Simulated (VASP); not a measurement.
Write the native input for VASP 6.6.1 that does the following.

- Task: single point
- Functional: PBE
- Potentials or basis: VASP PAW PBE potentials, release 64 (Ir)
- Cutoff: 520 eV
- k mesh: 12 × 12 × 12
- Occupations: fermi-dirac, width 0.0612256 eV
- Spin: no spin polarisation
- Dipole correction: no
- Further INCAR settings: ALGO = Normal; EDIFF = 1e-07; NBANDS = 16

The structure of Ir lies in POSCAR:

```
Ir
1.0
    0.0000000000      2.7668136368      2.7668136368
    2.7668136368      0.0000000000      2.7668136368
    2.7668136368      2.7668136368      0.0000000000
Ir
2
Direct
    0.0000000000      0.0000000000      0.0000000000
    0.2500000000      0.2500000000      0.2500000000
```

One way to write it, as run:

INCAR

```
PREC = Accurate
ENCUT = 520
EDIFF = 1E-7
ISMEAR = -1
SIGMA = 0.06122561905347299
LREAL = False
LASPH = True
NELM = 60
ALGO = Normal
ISIF = 2
LWAVE = False
LCHARG = False
GGA = PE
NBANDS = 16
```

KPOINTS

```
Automatic mesh
0
Gamma
  12 12 12
```

Potentials or basis: VASP PAW PBE potentials, release 64 (Ir).

Run with:

```console
$ cat potpaw_PBE.64/Ir/POTCAR > POTCAR
$ mpirun -np 1 vasp_std > vasp.out
```

It gave:

| Quantity | Value |
| --- | --- |
| Pressure | 3.2 GPa |
| Band gap on the k mesh | zero (band 9 reaches 6.49 eV, above the bottom of band 10 at 4.94 eV) |

Caveat: spin-orbit coupling is left out, which moves the levels of the heavy elements.

It took 56 s on 1 thread of Intel Xeon 6975P-C (shared host), peak memory 0.19 GiB.
